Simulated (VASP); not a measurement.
Runs of VASP 6.6.1 on GaMo. The structure is that of space group F-43m (No. 216), or close to it. The cells are those of the table. 

```tsv
task	cell	k mesh	cutoff (eV)	gap on the mesh (eV)	pressure (GPa)
single point	a = 4.022 Å, angles 60.0°, 2 atoms	7 × 7 × 7	520	none	(a)
single point	a = 4.023 Å, angles 60.0°, 2 atoms	6 × 6 × 6	520	none	0.8
single point	a = 4.033 Å, angles 60.0°, 2 atoms	6 × 6 × 6	520	none	0.3
single point	a = 4.025 Å, angles 60.0°, 2 atoms	6 × 6 × 6	520	none	0.7
relaxation of cell and atoms	relaxed from a = 3.711 Å, angles 60.0°, 2 atoms	6 × 6 × 6	600	none	-0.2
```

Alike in all rows: level PBE; potentials or basis VASP PAW PBE potentials, release 64 (Ga_d, Mo_sv); no spin polarisation; smearing gaussian 0.2 eV.

Problem. Fill in the values left out.

Solution. (a) 1.1.

A k mesh can miss the band edges, and the runs leave out spin-orbit coupling on Ga, Mo.

A gap of «none» marks levels without a gap at the run's occupations.
